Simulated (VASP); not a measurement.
# SnO in VASP: single point with PBE+D3(BJ)

Aim: the single point of SnO with PBE+D3(BJ).

Program: VASP 6.6.1. These are calculated values, not measurements. Logs are shortened: lines on timing, memory, paths and dates and some standing lists are left out, and cuts for length are marked.

## (1) The cell of the first run

The cell holds a slab with vacuum, 8 atoms: a = 3.820 Å, b = 3.820 Å, c = 22.226 Å, α = 90.00°, β = 90.00°, γ = 90.00°.

## (2) Single point, PBE+D3(BJ) (layers slid over each other)

INCAR

```
SYSTEM = SnO
ALGO = Normal
DIPOL = 0.5 0.5 0.403
EDIFF = 1E-6
ENCUT = 520
GGA = PE
IDIPOL = 3
ISIF = 2
ISMEAR = 0
IVDW = 12
LASPH = .TRUE.
LCHARG = .FALSE.
LDIPOL = .TRUE.
LREAL = .FALSE.
LWAVE = .FALSE.
NBANDS = 50
NELM = 80
PREC = Accurate
SIGMA = 0.05
```

KPOINTS

```
k-points
0
G
  7 7 1
  0 0 0
```

POSCAR

```
SnO
1.0
    3.8201635894      0.0000000000      0.0000000000
    0.0000000000      3.8201635894      0.0000000000
    0.0000000000      0.0000000000     22.2260803631
Sn O
4 4
Direct
    0.7500000000      0.2500000000      0.2024648488
    0.2500000000      0.7500000000      0.3087831984
    0.5000000000      1.0000000000      0.4977503906
    0.0000000000      1.5000000000      0.6040687401
    0.2500000000      0.2500000000      0.2556240236
    0.7500000000      0.7500000000      0.2556240236
    0.0000000000      1.0000000000      0.5509095654
    0.5000000000      1.5000000000      0.5509095654
```

Potentials or basis: VASP PAW PBE potentials, release 64 (Sn_d, O).

Launch:

```bash
$ cat potpaw_PBE.64/Sn_d/POTCAR potpaw_PBE.64/O/POTCAR > POTCAR
$ mpirun -np 1 vasp_std > vasp.out
```

OUTCAR:

```text
SYSTEM = SnO
   EDIFF = 1E-6
   ENCUT = 520
   GGA = PE
   ISIF = 2
   ISMEAR = 0
   IVDW = 12
   LASPH = .TRUE.
   LREAL = .FALSE.
   NELM = 80
   PREC = Accurate
 IVDW          = 12

 ion  position               nearest neighbor table
   1  0.750  0.250  0.202-   5 2.25   6 2.25   6 2.25   5 2.25   2 3.59   2 3.59   2 3.59   2 3.59

   2  0.250  0.750  0.309-   5 2.25   6 2.25   5 2.25   6 2.25   1 3.59   1 3.59   1 3.59   1 3.59

   3  0.500  0.000  0.498-   7 2.25   8 2.25   8 2.25   7 2.25   4 3.59   4 3.59   4 3.59   4 3.59

   4  0.000  0.500  0.604-   7 2.25   8 2.25   7 2.25   8 2.25   3 3.59   3 3.59   3 3.59   3 3.59

   5  0.250  0.250  0.256-   1 2.25   2 2.25   2 2.25   1 2.25
   6  0.750  0.750  0.256-   1 2.25   2 2.25   1 2.25   2 2.25
   7  0.000  0.000  0.551-   4 2.25   4 2.25   3 2.25   3 2.25
   8  0.500  0.500  0.551-   4 2.25   4 2.25   3 2.25   3 2.25

  LATTYP: Found a simple tetragonal cell.
 ALAT       =     3.8201635894
 C/A-ratio  =     5.8180964880

  Lattice vectors:

 A1 = (   3.8201635894,   0.0000000000,   0.0000000000)
 A2 = (   0.0000000000,   3.8201635894,   0.0000000000)
 A3 = (   0.0000000000,   0.0000000000,  22.2260803631)

Analysis of symmetry for initial positions (statically):
=====================================================================
 Subroutine PRICEL returns:
 Original cell was already a primitive cell.

 Routine SETGRP: Setting up the symmetry group for a
 simple tetragonal supercell.

 Subroutine GETGRP returns: Found  4 space group operations
 (whereof  1 operations were pure point group operations)
 out of a pool of 16 trial point group operations.

The static configuration has the point symmetry C_1 .
 The point group associated with its full space group is C_2h.

Analysis of symmetry for dynamics (positions and initial velocities):
=====================================================================
 Subroutine PRICEL returns:
 Original cell was already a primitive cell.

 Routine SETGRP: Setting up the symmetry group for a
 simple tetragonal supercell.

 Subroutine GETGRP returns: Found  4 space group operations
 (whereof  1 operations were pure point group operations)
 out of a pool of 16 trial point group operations.

The dynamic configuration has the point symmetry C_1 .
 The point group associated with its full space group is C_2h.

 Subroutine INISYM returns: Found  4 space group operations
 (whereof  1 operations are pure point group operations),
 and found     1 'primitive' translations

----------------------------------------------------------------------------------------

                                     Primitive cell

  volume of cell :     324.3596

  direct lattice vectors                    reciprocal lattice vectors
     3.820163589  0.000000000  0.000000000     0.261768895  0.000000000  0.000000000
     0.000000000  3.820163589  0.000000000     0.000000000  0.261768895  0.000000000
     0.000000000  0.000000000 22.226080363     0.000000000  0.000000000  0.044992189

  length of vectors
     3.820163589  3.820163589 22.226080363     0.261768895  0.261768895  0.044992189

  position of ions in fractional coordinates (direct lattice)
     0.750000000  0.250000000  0.202464849
     0.250000000  0.750000000  0.308783198
     0.500000000  0.000000000  0.497750391
     0.000000000  0.500000000  0.604068740
     0.250000000  0.250000000  0.255624024
     0.750000000  0.750000000  0.255624024
     0.000000000  0.000000000  0.550909565
     0.500000000  0.500000000  0.550909565

  ion indices of the primitive-cell ions
   primitive index   ion index
                 1           1
                 2           2
                 3           3
                 4           4
                 5           5
                 6           6
                 7           7
                 8           8

----------------------------------------------------------------------------------------

 KPOINTS: k-points

Automatic generation of k-mesh.
 Grid dimensions read from file:
 generate k-points for:    7    7    1

 Generating k-lattice:

  Cartesian coordinates                     Fractional coordinates (reciprocal lattice)
     0.037395556  0.000000000  0.000000000     0.142857143  0.000000000  0.000000000
     0.000000000  0.037395556  0.000000000     0.000000000  0.142857143  0.000000000
     0.000000000  0.000000000  0.044992189     0.000000000  0.000000000  1.000000000

  Length of vectors
     0.037395556  0.037395556  0.044992189

  Shift w.r.t. Gamma in fractional coordinates (k-lattice)
     0.000000000  0.000000000  0.000000000

 Subroutine IBZKPT returns following result:
 ===========================================

 Found     16 irreducible k-points:

 Following reciprocal coordinates:
            Coordinates               Weight
  0.000000  0.000000  0.000000      1.000000
  0.142857  0.000000  0.000000      4.000000
  0.285714  0.000000  0.000000      4.000000
  0.428571  0.000000  0.000000      4.000000
  0.142857  0.142857  0.000000      2.000000
 -0.142857  0.142857  0.000000      2.000000
[... 8 lines left out ...]
  0.428571  0.428571  0.000000      2.000000
 -0.428571  0.428571  0.000000      2.000000
   k-points           NKPTS =     16   k-points in BZ     NKDIM =     16   number of bands    NBANDS=     50
   number of dos      NEDOS =    301   number of ions     NIONS =      8
   total plane-waves  NPLWV = 131712
   dimension x,y,z NGX =    28 NGY =   28 NGZ =  168
   dimension x,y,z NGXF=    56 NGYF=   56 NGZF=  336
   ions per type =               4   4
   NGX,Y,Z   is equivalent  to a cutoff of  12.19, 12.19, 12.57 a.u.
   NGXF,Y,Z  is equivalent  to a cutoff of  24.37, 24.37, 25.13 a.u.
 SYSTEM =  SnO
   PREC   = accura    normal or accurate (medium, high low for compatibility)
   ISTART =      0    job   : 0-new  1-cont  2-samecut
   ICHARG =      2    charge: 1-file 2-atom 10-const
   ISPIN  =      1    spin polarized calculation?
   LNONCOLLINEAR =      F non collinear calculations
   LSORBIT =      F    spin-orbit coupling
   LASPH  =      T    aspherical Exc in radial PAW
   ENCUT  =  520.0 eV  38.22 Ry    6.18 a.u.   7.10  7.10 41.33*2*pi/ulx,y,z
   NELM   =     80;   NELMIN=  2; NELMDL= -5     # of ELM steps
   EDIFF  = 0.1E-05   stopping-criterion for ELM
   LREAL  =      F    real-space projection
   EDIFFG = 0.1E-04   stopping-criterion for IOM
   NSW    =      0    number of steps for IOM
   IBRION =     -1    ionic relax: 0-MD 1-quasi-New 2-CG
   NFREE  =      0    steps in history (QN), initial steepest desc. (CG)
   ISIF   =      2    stress and relaxation
   ISYM   =      2    0-nonsym 1-usesym 2-fastsym
   POTIM  = 0.5000    time-step for ionic-motion
   TEBEG  =    0.0;   TEEND  =   0.0 temperature during run
   PSTRESS=    0.0 pullay stress
   NELECT =      80.0000    total number of electrons
   NUPDOWN=      -1.0000    fix difference up-down
   EMIN   =  10.00;   EMAX   =-10.00  energy-range for DOS
   EFERMI =   0.00;   METHOD = LEGACY
   ISMEAR =     0;   SIGMA  =   0.05  broadening in eV -4-tet -1-fermi 0-gaus
   EFERMI_NEDOS =   21; number of points for ismear=-14 and -15
   IALGO  =     38    algorithm
   IMIX   =      4    mixing-type and parameters
     AMIX     =   0.40;   BMIX     =  1.00
     AMIX_MAG =   1.60;   BMIX_MAG =  1.00
  volume/ion in A,a.u.               =      40.54       273.61
  Fermi-wavevector in a.u.,A,eV,Ry     =   1.026666  1.940118 14.341130  1.054043
  Thomas-Fermi vector in A             =   2.160571
   LORBIT       =      0    0 simple, 1 ext, 2 COOP (PROOUT), +10 PAW based schemes
   GGA     = PE    functional components
   LHFCALC =     F    Hartree Fock is set to
   AEXX    =    0.0000 exact exchange contribution
   IVDW    =    12    specifies the selected vdW correction
   LEPSILON=     F    determine dielectric tensor
   LRPA    =     F    only Hartree local field effects (RPA)
 non-spin polarized calculation
 Gauss-broadening in eV      SIGMA  =   0.05
  energy-cutoff  :      520.00
  volume of cell :      324.36
 maximum number of plane-waves:      8769
   NGX = 15   NGY = 15   NGZ = 83

 dipolmoment           0.000000      0.000000      0.000028 electrons x Angstroem

 number of electron      79.9999970 magnetization

 dipolmoment           0.000000      0.000000     -0.000005 electrons x Angstroem

 Free energy of the ion-electron system (eV)
  ---------------------------------------------------
  ext. energy  EPLUGINS =         0.00000000
  ---------------------------------------------------
  free energy    TOTEN  =       -45.16581551 eV

  energy without entropy =      -45.16581551  energy(sigma->0) =      -45.16581551

 E-fermi :   0.0930     XC(G=0):  -5.3227

 val. band max:       -0.2069570217   @ k =  -0.1429   0.1429   0.0000
 cond. band min:       2.3311480707   @ k =   0.0000   0.0000   0.0000
 fundamental gap:      2.5381050923
 Fermi energy:         0.0930274606

 k-point     1 :       0.0000    0.0000    0.0000
  band No.  band energies     occupation
      1     -21.0533      2.00000
      2     -21.0533      2.00000
      3     -20.6928      2.00000
      4     -20.6927      2.00000
      5     -20.6550      2.00000
      6     -20.6550      2.00000
[... 42 lines left out ...]
     49       5.1415      0.00000
     50       5.1973      0.00000

 k-point     2 :       0.1429    0.0000    0.0000
  band No.  band energies     occupation
      1     -21.0444      2.00000
      2     -21.0443      2.00000
      3     -20.6934      2.00000
      4     -20.6934      2.00000
      5     -20.6568      2.00000
      6     -20.6567      2.00000
[... 734 lines left out ...]
 k-point    16 :      -0.4286    0.4286    0.0000
  band No.  band energies     occupation
      1     -20.9942      2.00000
      2     -20.9940      2.00000
      3     -20.9805      2.00000
      4     -20.9800      2.00000
      5     -20.6596      2.00000
      6     -20.6595      2.00000
[... 42 lines left out ...]
     49       5.9304      0.00000
     50       6.4601      0.00000

------------------------ aborting loop because EDIFF is reached ----------------------------------------

 vacuum level on the upper side and lower side of the slab       (xc-potential included)        -0.183        -0.181

 Edisp (eV)   -1.23800

 E8    (eV) :    -0.5474

  FORCE on cell =-STRESS in cart. coord.  units (eV):
  Direction    XX          YY          ZZ          XY          YZ          ZX
  --------------------------------------------------------------------------------------
  -------------------------------------------------------------------------------------
  Total       0.19621     0.19621    -0.04050     0.02659     0.19204     0.19204
  in kB       0.96917     0.96917    -0.20003     0.13132     0.94859     0.94858
  external pressure =        0.58 kB  Pullay stress =        0.00 kB

 VOLUME and BASIS-vectors are now :
 -----------------------------------------------------------------------------
  energy-cutoff  :      520.00
  volume of cell :      324.36
      direct lattice vectors                 reciprocal lattice vectors
     3.820163589  0.000000000  0.000000000     0.261768895  0.000000000  0.000000000
     0.000000000  3.820163589  0.000000000     0.000000000  0.261768895  0.000000000
     0.000000000  0.000000000 22.226080363     0.000000000  0.000000000  0.044992189

 POSITION                                       TOTAL-FORCE (eV/Angst)
 -----------------------------------------------------------------------------------
      2.86512      0.95504      4.50000        -0.003659     -0.003659     -0.081614
      0.95504      2.86512      6.86304        -0.018585     -0.018585      0.125982
      1.91008      0.00000     11.06304         0.018585      0.018585     -0.125982
      0.00000      1.91008     13.42608         0.003659      0.003659      0.081614
      0.95504      0.95504      5.68152         0.007356     -0.019677      0.006432
      2.86512      2.86512      5.68152        -0.019677      0.007356      0.006432
      0.00000      0.00000     12.24456         0.019677     -0.007356     -0.006432
      1.91008      1.91008     12.24456        -0.007356      0.019677     -0.006432
 -----------------------------------------------------------------------------------
    total drift:                                0.000000      0.000000     -0.000242

  FREE ENERGIE OF THE ION-ELECTRON SYSTEM (eV)
  ---------------------------------------------------
  free  energy   TOTEN  =       -46.4038161535 eV

  energy  without entropy=      -46.4038161535  energy(sigma->0) =      -46.40381615

 vacuum level on the upper side and lower side of the slab         4.796         4.800
```

It took 2.7 min on 1 thread of AMD EPYC 9R45 (Zen 5), shared host; peak memory 0.42 GiB.

What came out:

* Free energy: -46.4038 eV
* Largest force: 0.129 eV/Å
* Band gap on the k mesh: 2.54 eV (least direct gap 2.57 eV)
* Dispersion energy per atom: -0.155 eV

Forces in eV/Å, atoms in the order of the input:
```
Sn  -0.004 -0.004 -0.082
Sn  -0.019 -0.019  0.126
Sn   0.019  0.019 -0.126
Sn   0.004  0.004  0.082
O    0.007 -0.020  0.006
O   -0.020  0.007  0.006
O    0.020 -0.007 -0.006
O   -0.007  0.020 -0.006
```

Caveat: the cell differs from its parent crystal (layers slid over each other); spin-orbit coupling is left out, which moves the levels of the heavy elements.
